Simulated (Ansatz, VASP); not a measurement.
One calculation of MnAg2, two programs

```
Mn Ag
1.0
     0.00000    3.12196    3.12196
     3.12196    0.00000    3.12196
     3.12196    3.12196    0.00000
Mn Ag
1 2
Direct
  0.00000 0.00000 0.00000
  0.25000 0.25000 0.25000
  0.75000 0.75000 0.75000
```

Alike in both runs: functional PBE; k mesh 6 × 6 × 6; occupations gaussian, width 0.1 eV; collinear spin.

Ansatz relaxed the structure, and its values are those at the end. VASP's run is a single point on that final structure, the one shown.

```csv
,VASP,Ansatz
version,VASP 6.6.1,Ansatz 0.2.0
potentials or method,"VASP PAW PBE potentials, release 64 (Mn_pv, Ag), cutoff 520 eV","scalar-relativistic, plane waves, PAW"
valence electrons in the cell,35,53
```

```tsv
	VASP	Ansatz	Ansatz less VASP
gap on the k mesh at the Fermi level (eV)	none	none	-
pressure (GPa)	0.1	0.1	+0.01
net moment per atom (μB)	1.44	1.44	+0.001
size of the moment on the site where the two differ most (μB)	0.05	0.07	+0.016
```

Site moments also hang on the region over which each program counts them. A gap of «none» marks a metal or a gap that the smearing closes. VASP's potentials hold 35 valence electrons a cell and Ansatz's 53, so a difference there can come from the potentials and not from the codes.
